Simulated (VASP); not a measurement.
# Nb (Im-3m) in VASP: settings compared

The runs below take Nb through single point, with LDA, PBEsol.

Program: VASP 6.6.1. These are calculated values, not measurements. Logs are shortened: lines on timing, memory, paths and dates and some standing lists are left out, and cuts for length are marked.

### 1 The cell of the first run

The structure is cubic, space group Im-3m (No. 229). The conventional cell has a = 3.311 Å, b = 3.311 Å, c = 3.311 Å, α = 90.00°, β = 90.00°, γ = 90.00°. Within 3.8 Å of Nb (site symmetry m-3m) lie 14 Nb at 2.87 to 3.31 Å.

### 2 Single point, LDA

Contents of INCAR:

```
SYSTEM = Nb
PREC     = Accurate       ! precision mode
ENCUT    = 520            ! plane-wave cutoff, eV
EDIFF    = 1E-6           ! SCF threshold, eV
ISMEAR   = 0              ! smearing method
SIGMA    = 0.05           ! smearing width, eV
LREAL    = .False.        ! projectors in reciprocal space
LASPH    = .True.         ! aspherical terms in the spheres
NELM     = 80             ! most SCF steps
ALGO     = Fast           ! electronic algorithm
ISIF     = 2              ! what is computed and relaxed
LWAVE    = .False.        ! write WAVECAR
LCHARG   = .False.        ! write CHGCAR
NBANDS   = 12             ! bands
```

Contents of KPOINTS:

```
Automatic mesh
0
Gamma
  14 14 14
  0 0 0
```

Contents of POSCAR:

```
Nb
1.0
   -1.6557315458      1.6557315458      1.6557315458
    1.6557315458     -1.6557315458      1.6557315458
    1.6557315458      1.6557315458     -1.6557315458
Nb
1
Direct
    0.0000000000      0.0000000000      0.0000000000
```

Potentials or basis: VASP PAW LDA potentials, release 64 (Nb_sv).

Command:

```sh
$ cat potpaw_LDA.64/Nb_sv/POTCAR > POTCAR
$ mpirun -np 1 vasp_std > vasp.out
```

OUTCAR:

```text
SYSTEM = Nb
   PREC = Accurate
   ENCUT = 520
   EDIFF = 1E-6
   ISMEAR = 0
   LREAL = .False.
   LASPH = .True.
   NELM = 80
   ISIF = 2

 ion  position               nearest neighbor table
   1  0.000  0.000  0.000-

  LATTYP: Found a body centered cubic cell.
 ALAT       =     3.3114630916

  Lattice vectors:

 A1 = (  -1.6557315458,   1.6557315458,   1.6557315458)
 A2 = (   1.6557315458,  -1.6557315458,   1.6557315458)
 A3 = (   1.6557315458,   1.6557315458,  -1.6557315458)

Analysis of symmetry for initial positions (statically):
=====================================================================
 Subroutine PRICEL returns:
 Original cell was already a primitive cell.

 Routine SETGRP: Setting up the symmetry group for a
 body centered cubic supercell.

 Subroutine GETGRP returns: Found 48 space group operations
 (whereof 48 operations were pure point group operations)
 out of a pool of 48 trial point group operations.

The static configuration has the point symmetry O_h .

Analysis of symmetry for dynamics (positions and initial velocities):
=====================================================================
 Subroutine PRICEL returns:
 Original cell was already a primitive cell.

 Routine SETGRP: Setting up the symmetry group for a
 body centered cubic supercell.

 Subroutine GETGRP returns: Found 48 space group operations
 (whereof 48 operations were pure point group operations)
 out of a pool of 48 trial point group operations.

The dynamic configuration has the point symmetry O_h .

 Subroutine INISYM returns: Found 48 space group operations
 (whereof 48 operations are pure point group operations),
 and found     1 'primitive' translations

----------------------------------------------------------------------------------------

                                     Primitive cell

  volume of cell :      18.1564

  direct lattice vectors                    reciprocal lattice vectors
    -1.655731546  1.655731546  1.655731546     0.000000000  0.301981321  0.301981321
     1.655731546 -1.655731546  1.655731546     0.301981321  0.000000000  0.301981321
     1.655731546  1.655731546 -1.655731546     0.301981321  0.301981321  0.000000000

  length of vectors
     2.867811161  2.867811161  2.867811161     0.427066080  0.427066080  0.427066080

  position of ions in fractional coordinates (direct lattice)
     0.000000000  0.000000000  0.000000000

  ion indices of the primitive-cell ions
   primitive index   ion index
                 1           1

----------------------------------------------------------------------------------------

 KPOINTS: Automatic mesh

Automatic generation of k-mesh.
 Grid dimensions read from file:
 generate k-points for:   14   14   14

 Generating k-lattice:

  Cartesian coordinates                     Fractional coordinates (reciprocal lattice)
     0.000000000  0.021570094  0.021570094     0.071428571  0.000000000  0.000000000
     0.021570094  0.000000000  0.021570094     0.000000000  0.071428571  0.000000000
     0.021570094  0.021570094  0.000000000     0.000000000  0.000000000  0.071428571

  Length of vectors
     0.030504720  0.030504720  0.030504720

  Shift w.r.t. Gamma in fractional coordinates (k-lattice)
     0.000000000  0.000000000  0.000000000

 Subroutine IBZKPT returns following result:
 ===========================================

 Found    104 irreducible k-points:

 Following reciprocal coordinates:
            Coordinates               Weight
  0.000000  0.000000  0.000000      1.000000
  0.071429  0.000000  0.000000     12.000000
  0.142857  0.000000  0.000000     12.000000
  0.214286  0.000000  0.000000     12.000000
  0.285714  0.000000  0.000000     12.000000
  0.357143  0.000000  0.000000     12.000000
[... 16 lines left out ...]
  0.285714  0.285714  0.000000     24.000000
  0.357143  0.285714  0.000000     24.000000
 [... further k-points ...]
   k-points           NKPTS =    104   k-points in BZ     NKDIM =    104   number of bands    NBANDS=     12
   number of dos      NEDOS =    301   number of ions     NIONS =      1
   total plane-waves  NPLWV =  13824
   dimension x,y,z NGX =    24 NGY =   24 NGZ =   24
   dimension x,y,z NGXF=    48 NGYF=   48 NGZF=   48
   ions per type =               1
   NGX,Y,Z   is equivalent  to a cutoff of  13.91, 13.91, 13.91 a.u.
   NGXF,Y,Z  is equivalent  to a cutoff of  27.83, 27.83, 27.83 a.u.
 SYSTEM =  Nb
   PREC   = accura    normal or accurate (medium, high low for compatibility)
   ISTART =      0    job   : 0-new  1-cont  2-samecut
   ICHARG =      2    charge: 1-file 2-atom 10-const
   ISPIN  =      1    spin polarized calculation?
   LNONCOLLINEAR =      F non collinear calculations
   LSORBIT =      F    spin-orbit coupling
   LASPH  =      T    aspherical Exc in radial PAW
   ENCUT  =  520.0 eV  38.22 Ry    6.18 a.u.   5.33  5.33  5.33*2*pi/ulx,y,z
   NELM   =     80;   NELMIN=  2; NELMDL= -5     # of ELM steps
   EDIFF  = 0.1E-05   stopping-criterion for ELM
   LREAL  =      F    real-space projection
   EDIFFG = 0.1E-04   stopping-criterion for IOM
   NSW    =      0    number of steps for IOM
   IBRION =     -1    ionic relax: 0-MD 1-quasi-New 2-CG
   NFREE  =      0    steps in history (QN), initial steepest desc. (CG)
   ISIF   =      2    stress and relaxation
   ISYM   =      2    0-nonsym 1-usesym 2-fastsym
   POTIM  = 0.5000    time-step for ionic-motion
   TEBEG  =    0.0;   TEEND  =   0.0 temperature during run
   PSTRESS=    0.0 pullay stress
   NELECT =      13.0000    total number of electrons
   NUPDOWN=      -1.0000    fix difference up-down
   EMIN   =  10.00;   EMAX   =-10.00  energy-range for DOS
   EFERMI =   0.00;   METHOD = LEGACY
   ISMEAR =     0;   SIGMA  =   0.05  broadening in eV -4-tet -1-fermi 0-gaus
   EFERMI_NEDOS =   21; number of points for ismear=-14 and -15
   IALGO  =     68    algorithm
   IMIX   =      4    mixing-type and parameters
     AMIX     =   0.40;   BMIX     =  1.00
     AMIX_MAG =   1.60;   BMIX_MAG =  1.00
  volume/ion in A,a.u.               =      18.16       122.53
  Fermi-wavevector in a.u.,A,eV,Ry     =   1.464579  2.767652 29.184369  2.144991
  Thomas-Fermi vector in A             =   2.580538
   LORBIT       =      0    0 simple, 1 ext, 2 COOP (PROOUT), +10 PAW based schemes
   GGA     = CA    functional components
   LHFCALC =     F    Hartree Fock is set to
   AEXX    =    0.0000 exact exchange contribution
   IVDW    =     0    specifies the selected vdW correction
   LEPSILON=     F    determine dielectric tensor
   LRPA    =     F    only Hartree local field effects (RPA)
 non-spin polarized calculation
 RMM-DIIS sequential band-by-band and
 Gauss-broadening in eV      SIGMA  =   0.05
  energy-cutoff  :      520.00
  volume of cell :       18.16
 maximum number of plane-waves:       498
 NGX is ok and might be reduce to    24
   NGX = 11   NGY = 11   NGZ = 11

 number of electron      13.0000000 magnetization

 Free energy of the ion-electron system (eV)
  ---------------------------------------------------
  ext. energy  EPLUGINS =         0.00000000
  ---------------------------------------------------
  free energy    TOTEN  =       -11.21834503 eV

  energy without entropy =      -11.21613727  energy(sigma->0) =      -11.21724115

 E-fermi :  10.8888     XC(G=0): -12.6749

 val. band max:       10.8813632199   @ k =   0.2857   0.1429   0.0714
 cond. band min:      10.9000074326   @ k =   0.5000   0.5000   0.1429
 fundamental gap:      0.0186442127
 Fermi energy:        10.8887534057

 k-point     1 :       0.0000    0.0000    0.0000
  band No.  band energies     occupation
      1     -43.2014      2.00000
      2     -18.6677      2.00000
      3     -18.6677      2.00000
      4     -18.6677      2.00000
      5       4.9690      2.00000
      6      11.2166      0.00000
      7      11.2166      0.00000
      8      11.2166      0.00000
      9      14.0926      0.00000
     10      14.0926      0.00000
     11      25.0988      0.00000
     12      25.0988      0.00000

 k-point     2 :       0.0714    0.0000    0.0000
  band No.  band energies     occupation
      1     -43.1896      2.00000
      2     -18.7395      2.00000
      3     -18.6896      2.00000
      4     -18.6684      2.00000
      5       5.1778      2.00000
      6      11.0892      0.00000
      7      11.1858      0.00000
      8      11.4166      0.00000
      9      13.9014      0.00000
     10      14.0934      0.00000
     11      25.2858      0.00000
     12      25.5363      0.00000

 k-point     3 :       0.1429    0.0000    0.0000
  band No.  band energies     occupation
      1     -43.1564      2.00000
      2     -18.9372      2.00000
      3     -18.7502      2.00000
      4     -18.6700      2.00000
      5       5.7571      2.00000
      6      10.7545      1.99985
      7      11.0434      0.00001
      8      12.0050      0.00000
      9      13.5802      0.00000
     10      14.1123      0.00000
     11      25.6126      0.00000
     12      26.4951      0.00000
[... 286 lines left out ...]
 k-point    23 :       0.2857    0.2857    0.0000
  band No.  band energies     occupation
      1     -42.9365      2.00000
      2     -19.7498      2.00000
      3     -19.3928      2.00000
      4     -18.8284      2.00000
      5       8.5972      2.00000
      6       9.5886      2.00000
      7      10.5181      2.00000
      8      14.0870      0.00000
      9      14.8575      0.00000
     10      19.8069      0.00000
     11      21.5726      0.00000
     12      23.6604      0.00000

 k-point    24 :       0.3571    0.2857    0.0000
  band No.  band energies     occupation
      1     -42.9288      2.00000
      2     -19.6991      2.00000
      3     -19.4929      2.00000
      4     -18.8353      2.00000
      5       8.6468      2.00000
      6       9.7396      2.00000
      7      10.3805      2.00000
      8      14.3146      0.00000
      9      14.7944      0.00000
     10      20.9382      0.00000
     11      20.9684      0.00000
     12      22.7540      0.00000

 [... further k-points ...]
[... 5 lines left out ...]
  --------------------------------------------------------------------------------------
  -------------------------------------------------------------------------------------
  Total       -1.1367491     -1.1367491     -1.1367491      0.0000000      0.0000000      0.0000000
  in kB     -100.3102757   -100.3102757   -100.3102757      0.0000000      0.0000000      0.0000000
  external PRESSURE =    -100.3102757 kB  Pullay stress =       0.0000000 kB

 VOLUME and BASIS-vectors are now :
 -----------------------------------------------------------------------------
  energy-cutoff  :      520.00
  volume of cell :       18.16
      direct lattice vectors                 reciprocal lattice vectors
    -1.655731546  1.655731546  1.655731546     0.000000000  0.301981321  0.301981321
     1.655731546 -1.655731546  1.655731546     0.301981321  0.000000000  0.301981321
     1.655731546  1.655731546 -1.655731546     0.301981321  0.301981321  0.000000000

 POSITION                                       TOTAL-FORCE (eV/Angst)
 -----------------------------------------------------------------------------------
      0.00000      0.00000      0.00000         0.000000     -0.000000     -0.000000
 -----------------------------------------------------------------------------------
    total drift:                                0.000000      0.000000     -0.000000

  FREE ENERGIE OF THE ION-ELECTRON SYSTEM (eV)
  ---------------------------------------------------
  free  energy   TOTEN  =       -11.2183450263 eV

  energy  without entropy=      -11.2161372691  energy(sigma->0) =      -11.21724115
```

Run time: 14 s. Hardware: 1 thread of Intel Xeon 6975P-C (Granite Rapids), shared host; peak memory 0.14 GiB.

Results:

| Item | Value |
| --- | --- |
| Free energy | -11.2183 eV |
| Pressure | -10.0 GPa |

Levels at points of the mesh, in eV from the Fermi level:
```csv
k point,band 3,band 4,band 5,band 6,band 7,band 8,band 9,band 10
"(0.00, 0.00, 0.00)",-29.56,-29.56,-5.92,0.33,0.33,0.33,3.20,3.20
"(0.50, 0.00, 0.00)",-29.98,-29.57,-3.71,-1.67,2.29,3.23,3.90,6.31
"(0.50, 0.50, 0.50)",-30.48,-30.48,-3.70,-3.70,5.55,5.55,5.55,8.99
```

### 3 Single point, PBEsol

Contents of INCAR:

```
PREC = Accurate ; ENCUT = 520
EDIFF = 1E-6 ; ISMEAR = 0
SIGMA = 0.05 ; LREAL = False
LASPH = True ; NELM = 60
ALGO = Normal ; ISIF = 2
LWAVE = False ; LCHARG = False
GGA = PS ; NBANDS = 12
```

Contents of KPOINTS:

```
Automatic mesh
0
Gamma
  14 14 14
```

POSCAR is that of step 2.

Potentials or basis: VASP PAW PBE potentials, release 64 (Nb_sv).

Command:

```sh
$ cat potpaw_PBE.64/Nb_sv/POTCAR > POTCAR
$ mpirun -np 1 vasp_std > vasp.out
```

Wall time 6.8 s (1 thread of Intel Xeon 6975P-C (Granite Rapids), shared host); peak memory 0.15 GiB.

It converged, with:

| Property | Result |
| --- | --- |
| Free energy | -10.9357 eV |
| Pressure | -6.2 GPa |

Levels at points of the mesh, in eV from the Fermi level:
```csv
k point,band 3,band 4,band 5,band 6,band 7,band 8,band 9,band 10
"(0.00, 0.00, 0.00)",-29.62,-29.62,-5.96,0.36,0.36,0.36,3.24,3.24
"(0.50, 0.00, 0.00)",-30.05,-29.64,-3.72,-1.65,2.23,3.27,3.95,6.34
"(0.50, 0.50, 0.50)",-30.54,-30.54,-3.70,-3.70,5.57,5.57,5.57,8.97
```

Caveat: the PAW data sets were made with another functional, which shifts forces and pressure a little.
